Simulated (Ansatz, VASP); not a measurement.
## One calculation of AlN, two programs

The input INCAR:

```
PREC = Accurate ; ENCUT = 520
EDIFF = 1E-6 ; ISMEAR = 0
SIGMA = 0.05 ; LREAL = F
LASPH = T ; NELM = 60
ALGO = Normal ; ISIF = 2
LWAVE = F ; LCHARG = T
GGA = CA ; LELF = T
LVHAR = T ; NBANDS = 16
```

File KPOINTS:

```
regular mesh
0
Gamma
  9 9 6
```

Contents of POSCAR:

```
AlN
1.0
    3.3030490248      0.0000000000      0.0000000000
   -1.6515245124      2.8605243654      0.0000000000
    0.0000000000      0.0000000000      4.1347231278
Al N
2 2
Direct
    0.3333333333      0.6666666667      0.7773448474
    0.6666666667      0.3333333333      0.2773448474
    0.3333333333      0.6666666667      0.1973259047
    0.6666666667      0.3333333333      0.6973259047
```

Input for Ansatz:

```yaml
crystal:
  lattice:
    - [3.3030490248, 0.0, 0.0]
    - [-1.6515245124, 2.8605243654, 0.0]
    - [0.0, 0.0, 4.1347231278]
  atoms:
    - { symbol: Al, position: [0.3333333333, 0.6666666667, 0.7773448474] }
    - { symbol: Al, position: [0.6666666667, 0.3333333333, 0.2773448474] }
    - { symbol: "N", position: [0.3333333333, 0.6666666667, 0.1973259047] }
    - { symbol: "N", position: [0.6666666667, 0.3333333333, 0.6973259047] }
basis:
  ecutwfc: 520.0
kpoints:
  mp_grid: { grid: [9, 9, 6] }
hamiltonian:
  xc: lda
  pseudopotentials: { kind: paw, azcp: { folder: soft_1 } }
scf:
  occupations: { method: gaussian, width: 0.05 }
output:
  forces: true
  stress: true
  eigenvalues: true
```

Change from the starting cell: mode 4 frozen in at -0.216 Å, equal normal strain along x, y and z +0.0083.

Alike in both runs: task single point; functional LDA; k mesh 9 × 9 × 6; occupations gaussian, width 0.05 eV; no spin polarisation.

```csv
,VASP,Ansatz
version,VASP 6.6.1,Ansatz 0.2.0
potentials or method,"VASP PAW LDA potentials, release 64 (Al, N), cutoff 520 eV","scalar-relativistic, plane waves, PAW"
valence electrons in the cell,16,16
```

```tsv
	VASP	Ansatz	Ansatz less VASP
gap on the k mesh at the Fermi level (eV)	3.87	3.87	-0.002
least direct gap on the mesh (eV)	3.87	3.87	-0.002
pressure (GPa)	7.9	7.1	-0.78
traceless stress, the component that is largest in VASP (GPa)	38.13	37.51	-0.615
rms of the force components (eV/Å)	1.658	1.612	-0.0456
```

Ansatz warns that its potentials were made for another functional, while VASP's fit it. LDA's correlation is that of Perdew and Zunger in VASP and of Perdew and Wang (1992) in Ansatz. Atom by atom the forces differ by 0.046 eV/Å (rms over components).
